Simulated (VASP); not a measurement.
Input of a VASP 6.6.1 run:

Contents of INCAR:

```
SYSTEM = Be2CdS
ALGO = Normal
EDIFF = 1E-6
EDIFFG = -0.04
ENCUT = 600
GGA = PE
IBRION = 2
ISIF = 3
ISMEAR = 0
LASPH = .TRUE.
LCHARG = .FALSE.
LREAL = .FALSE.
LWAVE = .FALSE.
NELM = 60
NSW = 90
PREC = Accurate
SIGMA = 0.1
```

File KPOINTS:

```
k-points
0
G
  6 6 6
  0 0 0
```

The input POSCAR:

```
Be2CdS
1.0
    0.0000000000      3.1557691500      4.8650307000
    2.3893877300      0.0000000000      4.8650307000
    2.3893877300      3.1557691500      0.0000000000
Be Cd S
2 1 1
Direct
    0.0000000000      0.5000000000      0.5000000000
    0.5000000000      0.0000000000      0.0000000000
    0.5000000000      0.5000000000      0.5000000000
    0.0000000000      0.0000000000      0.0000000000
```

Potentials or basis: VASP PAW PBE potentials, release 64 (Be, Cd, S).

Command:

```sh
$ cat potpaw_PBE.64/Be/POTCAR potpaw_PBE.64/Cd/POTCAR potpaw_PBE.64/S/POTCAR > POTCAR
$ mpirun -np 1 vasp_std > vasp.out
```

Task: What does it give for the band gap on the k mesh?

Result: Zero (band 11 reaches 4.40 eV, above the bottom of band 12 at 3.06 eV).

Task: What does it give for the relaxed volume?

Result: 17.24 Å³/atom.

Task: Estimate the relaxed cell.

Result: a = 4.899 Å, b = 5.196 Å, c = 4.122 Å, α = 62.18°, β = 69.73°, γ = 48.09°.

Task: Predict the space group after relaxing (to 0.05 Å).

Result: Fmmm (No. 69).

Stress tensor (GPa, compression positive):
```
-0.27  0.00  0.00
 0.00  0.33  0.00
 0.00  0.00 -0.23
```
